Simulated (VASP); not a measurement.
Set up this calculation in VASP 6.6.1, as the native input.

```
Task                   : single point
Functional             : PBEsol
Potentials or basis    : VASP PAW PBE potentials, release 64 (Ru_pv)
Cutoff                 : 520 eV
k mesh                 : 18 × 18 × 10
Occupations            : gaussian, width 0.15 eV
Spin                   : no spin polarisation
Dipole correction      : no
Further INCAR settings : ALGO = Fast; EDIFF = 1e-06; NBANDS = 21
```

The structure of Ru lies in POSCAR:

```
Ru
1.0
    2.7273000000      0.0000000000      0.0000000000
   -1.3636500000      2.3619110838      0.0000000000
    0.0000000000      0.0000000000      4.0483000000
Ru
2
Direct
    0.3333333333      0.6666666667      0.2500000000
    0.6666666667      0.3333333333      0.7500000000
```

One way to write it, as run:

INCAR

```
PREC     = Accurate       # precision mode
ENCUT    = 520            # plane-wave cutoff, eV
EDIFF    = 1E-6           # SCF threshold, eV
ISMEAR   = 0              # smearing method
SIGMA    = 0.15           # smearing width, eV
LREAL    = False          # projectors in reciprocal space
LASPH    = True           # aspherical terms in the spheres
NELM     = 60             # most SCF steps
ALGO     = Fast           # electronic algorithm
ISIF     = 2              # what is computed and relaxed
LWAVE    = False          # write WAVECAR
LCHARG   = False          # write CHGCAR
GGA      = PS             # functional
NBANDS   = 21             # bands
```

KPOINTS

```
regular mesh
0
Gamma
  18 18 10
```

Potentials or basis: VASP PAW PBE potentials, release 64 (Ru_pv).

Command:

```bash
$ cat potpaw_PBE.64/Ru_pv/POTCAR > POTCAR
$ mpirun -np 1 vasp_std > vasp.out
```

Results of the run:

```yaml
Pressure: 10.4 GPa
Band_gap_on_the_k_mesh: zero (band 14 reaches 14.92 eV, above the bottom of band 15 at 11.52 eV)
```

Caveat: the PAW data sets were made with another functional, which shifts forces and pressure a little.

Wall time 38 s on 1 thread of Intel(R) Xeon(R) 6975P-C (Granite Rapids), with other jobs on the host, peak memory 0.2 GiB.
